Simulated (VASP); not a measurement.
Input of a VASP 6.6.1 run:

File POSCAR:

```
SnSe2
1.0
    3.8110000000      0.0000000000      0.0000000000
   -1.9055000000      3.3004228138      0.0000000000
    0.0000000000      0.0000000000      6.1360000000
Sn Se
1 2
Direct
    0.0000000000      0.0000000000      0.0000000000
    0.6666666667      0.3333333333      0.7510000000
    0.3333333333      0.6666666667      0.2490000000
```

INCAR.step1

```
SYSTEM = SnSe2
  ALGO = Normal
  EDIFF = 1E-5
  ENCUT = 400
  GGA = PE
  GGA_COMPAT = .False.
  ISIF = 2
  ISMEAR = -1
  LASPH = .True.
  LCHARG = .False.
  LREAL = .False.
  LWAVE = .True.
  NBANDS = 20
  NELM = 120
  PREC = Accurate
  SIGMA = 0.05
```

The input INCAR.step2:

```
SYSTEM = SnSe2
  AEXX = 0.15
  ALGO = Normal
  EDIFF = 1E-6
  ENCUT = 400
  GGA = PE
  GGA_COMPAT = .False.
  HFSCREEN = 0.2078699
  ISIF = 2
  ISMEAR = -1
  ISTART = 1
  LASPH = .True.
  LCHARG = .False.
  LHFCALC = .True.
  LREAL = .False.
  LWAVE = .False.
  NBANDS = 20
  NELM = 120
  PREC = Accurate
  PRECFOCK = Normal
  SIGMA = 0.05
```

The input KPOINTS:

```
k-points
0
Gamma
  5 5 3
  0 0 0
```

Potentials or basis: VASP PAW PBE potentials, release 64 (Sn_d, Se).

The run is started by

```bash
$ cat potpaw_PBE.64/Sn_d/POTCAR potpaw_PBE.64/Se/POTCAR > POTCAR
$ cp INCAR.step1 INCAR
$ mpirun -np 1 vasp_std > vasp.out
$ cp INCAR.step2 INCAR
$ mpirun -np 1 vasp_std > vasp.out
```

What does it give for the pressure?

3.9 GPa.

Estimate the band gap on the k mesh.

1.22 eV (least direct gap 1.57 eV).

Predict the largest force.

0.476 eV/Å.

Stress tensor (GPa, compression positive):
```
3.46 0.00 0.00
0.00 3.46 0.00
0.00 0.00 4.72
```

Caveat: the cell stands under pressure; the PAW data sets were made with another functional, which shifts forces and pressure a little; spin-orbit coupling is left out, which moves the levels of the heavy elements; an odd mesh through Γ misses points on the zone boundary, where band edges can lie.
